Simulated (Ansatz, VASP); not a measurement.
PtS2 in VASP and in Ansatz

INCAR

```
SYSTEM = PtS2
  PREC = Accurate
  ENCUT = 600
  EDIFF = 1E-7
  ISMEAR = 0
  SIGMA = 0.02
  LREAL = .False.
  LASPH = .True.
  NELM = 60
  ALGO = Normal
  ISIF = 3
  LWAVE = .False.
  LCHARG = .False.
  GGA = PS
  IBRION = 2
  NSW = 100
  EDIFFG = -0.005
```

Contents of KPOINTS:

```
Automatic mesh
0
Gamma
  12 12 8
  0 0 0
```

Contents of POSCAR:

```
PtS2
1.0
    3.5431995404      0.0000000000      0.0000000000
   -1.7715997703      3.0685008127      0.0000000000
    0.0000000000      0.0000000000      5.0388000919
Pt S
1 2
Direct
    0.0000000000      0.0000000000      0.0000000000
    0.3333333333      0.6666666667      0.2500000000
    0.6666666667      0.3333333333      0.7500000000
```

Input for Ansatz:

```yaml
crystal:
  lattice:
    - [3.5431995404, 0.0, 0.0]
    - [-1.7715997703, 3.0685008127, 0.0]
    - [0.0, 0.0, 5.0388000919]
  atoms:
    - { symbol: Pt, position: [0.0, 0.0, 0.0] }
    - { symbol: S, position: [0.3333333333, 0.6666666667, 0.25] }
    - { symbol: S, position: [0.6666666667, 0.3333333333, 0.75] }
basis:
  ecutwfc: 420
kpoints:
  mp_grid: { grid: [12, 12, 8] }
hamiltonian:
  xc: pbesol
scf:
  occupations: { method: gaussian, width: 0.02 }
output:
  forces: true
  stress: true
  eigenvalues: true
relax:
  adjacent_minimum: "off"
  f_tol: 0.005
  max_steps: 80
  cell: { stress_tol: 0.05 }
```

Alike in both runs: task relaxation of cell and atoms; functional PBEsol; k mesh 12 × 12 × 8; occupations gaussian, width 0.02 eV; no spin polarisation.

|  | VASP | Ansatz |
| --- | --- | --- |
| version | VASP 6.6.1 | Ansatz 0.2.0 |
| potentials or method | VASP PAW PBE potentials, release 64 (Pt, S), cutoff 600 eV | scalar-relativistic, plane waves, PAW |
| valence electrons in the cell | 22 | 30 |

|  | VASP | Ansatz | Ansatz less VASP |
| --- | --- | --- | --- |
| gap on the k mesh at the Fermi level, each at its own relaxed structure (eV) | 0.35 | 0.24 | -0.112 |
| relaxed volume (Å³/atom) | 17.71 | 17.56 | -0.150 |
| relaxed length of the cell vector where the two differ most in proportion (Å) | 4.824 | 4.768 | -0.0559 |

VASP's potentials were made for PBE, not for PBEsol. VASP's potentials hold 22 valence electrons a cell and Ansatz's 30, so a difference there can come from the potentials and not from the codes.

Spin-orbit coupling is off throughout.
